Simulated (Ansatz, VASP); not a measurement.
**CuI in VASP and in Ansatz**

```
Cu I
1.0
     3.80639   -3.78387    0.00000
     3.80639    3.78387    0.00000
     0.00000    0.00000    4.39147
Cu I
2 2
Direct
  0.42044 0.57956 0.75000
  0.57956 0.42044 0.25000
  0.77004 0.22996 0.75000
  0.22996 0.77004 0.25000
```

Change from the starting cell: volume scaled by 1.06.

Alike in both runs: task single point; functional PBE; k mesh 5 × 5 × 6; occupations fermi-dirac, width 0.02 eV; no spin polarisation.

|  | VASP | Ansatz |
| --- | --- | --- |
| version | VASP 6.6.1 | Ansatz 0.2.0 |
| potentials or method | VASP PAW PBE potentials, release 64 (Cu, I), cutoff 520 eV | all-electron LAPW, scalar-relativistic |

|  | VASP | Ansatz | Ansatz less VASP |
| --- | --- | --- | --- |
| gap on the k mesh at the Fermi level (eV) | 0.98 | 0.96 | -0.016 |
| pressure (GPa) | -0.7 | -0.8 | -0.08 |
| traceless stress, the component that is largest in VASP (GPa) | 1.23 | 1.28 | +0.047 |
| rms of the force components (eV/Å) | 0.121 | 0.123 | +0.0021 |

Atom by atom the forces differ by 0.005 eV/Å (rms over components). Ansatz ran all-electron here, and VASP with PAW potentials.

Neither program's run includes spin-orbit coupling.
